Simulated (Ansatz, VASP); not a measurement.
**One calculation of Li, two programs**

File INCAR:

```
PREC     = Accurate       # precision mode
ENCUT    = 600            # plane-wave cutoff, eV
EDIFF    = 1E-6           # SCF threshold, eV
ISMEAR   = -1             # smearing method
SIGMA    = 0.05           # smearing width, eV
LREAL    = False          # projectors in reciprocal space
LASPH    = True           # aspherical terms in the spheres
NELM     = 80             # most SCF steps
ALGO     = Normal         # electronic algorithm
ISIF     = 3              # what is computed and relaxed
LWAVE    = False          # write WAVECAR
LCHARG   = False          # write CHGCAR
GGA      = RP             # functional
IBRION   = 2              # ionic algorithm
NSW      = 100            # ionic steps
EDIFFG   = -0.005         # ionic threshold
```

File KPOINTS:

```
regular mesh
0
Gamma
  12 12 7
```

Contents of POSCAR:

```
Li
1.0
    3.1519389053      0.0000000000      0.0000000000
   -1.5759694526      2.7296591632      0.0000000000
    0.0000000000      0.0000000000      5.1600208437
Li
2
Direct
    0.3333333333      0.6666666667      0.2500000000
    0.6666666667      0.3333333333      0.7500000000
```

Input for Ansatz:

```yaml
crystal:
  lattice:
    - [3.1519389053, 0.0, 0.0]
    - [-1.5759694526, 2.7296591632, 0.0]
    - [0.0, 0.0, 5.1600208437]
  atoms:
    - { symbol: Li, position: [0.3333333333, 0.6666666667, 0.25] }
    - { symbol: Li, position: [0.6666666667, 0.3333333333, 0.75] }
kpoints:
  mp_grid: { grid: [12, 12, 7] }
scf:
  occupations: { method: fermi_dirac, width: 0.05 }
  lower_state_search: "off"
hamiltonian:
  xc: rpbe
  pseudopotentials: { kind: paw }
output:
  forces: true
  stress: true
  efg: { contact_densities: true }
  write_density: true
  write_potential: true
  elf: true
  volumetric_format: npy
relax:
  f_tol: 0.005
  max_steps: 80
  cell: {}
```

Alike in both runs: task relaxation of cell and atoms; functional RPBE; k mesh 12 × 12 × 7; occupations fermi-dirac, width 0.05 eV; no spin polarisation.

|  | VASP | Ansatz |
| --- | --- | --- |
| version | VASP 6.6.1 | Ansatz 0.2.0 |
| potentials or method | VASP PAW PBE potentials, release 64 (Li_sv) | PAW with Ansatz's default frozen-core files, scalar-relativistic |
| plane-wave cutoff (eV) | 600 | 420 |
| valence electrons in the cell | 6 | 6 |

|  | VASP | Ansatz | Ansatz less VASP |
| --- | --- | --- | --- |
| gap on the k mesh at the Fermi level, each at its own relaxed structure (eV) | none | none | - |
| relaxed volume (Å³/atom) | 20.70 | 21.01 | +0.310 |
| relaxed length of the cell vector where the two differ most in proportion (Å) | 4.985 | 5.014 | +0.0287 |

VASP's potentials were made for PBE, not for RPBE. A gap of «none» marks a metal or a gap that the smearing closes.

Noted on VASP's run: the cutoff is under 1.25 times that of the potentials, so the pressure is a little rough.
